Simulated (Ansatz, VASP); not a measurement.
# One calculation of Te, two programs

```
Te
1.0
     0.00000    2.43391    2.43391
     2.43391    0.00000    2.43391
     2.43391    2.43391    0.00000
Te
1
Cartesian
  0.0000 0.0000 0.0000
```

Alike in both runs: task relaxation of cell and atoms; functional PBEsol; k mesh 11 × 11 × 11; occupations fermi-dirac, width 0.1 eV; no spin polarisation.

|  | VASP | Ansatz |
| --- | --- | --- |
| version | VASP 6.6.1 | Ansatz 0.2.0 |
| potentials or method | VASP PAW PBE potentials, release 64 (Te), cutoff 600 eV | plane waves (420 eV) with PAW, scalar-relativistic |
| valence electrons in the cell | 6 | 16 |

```tsv
	VASP	Ansatz	Ansatz less VASP
relaxed volume (Å³/atom)	26.82	26.83	+0.007
relaxed cell length with the largest relative difference (Å)	3.360	3.360	+0.0003
```

VASP's potentials were made for PBE, not for PBEsol, and Ansatz warns of the same on its side. VASP's potentials hold 6 valence electrons a cell and Ansatz's 16, so a difference there can come from the potentials and not from the codes.

Spin-orbit coupling is off throughout.
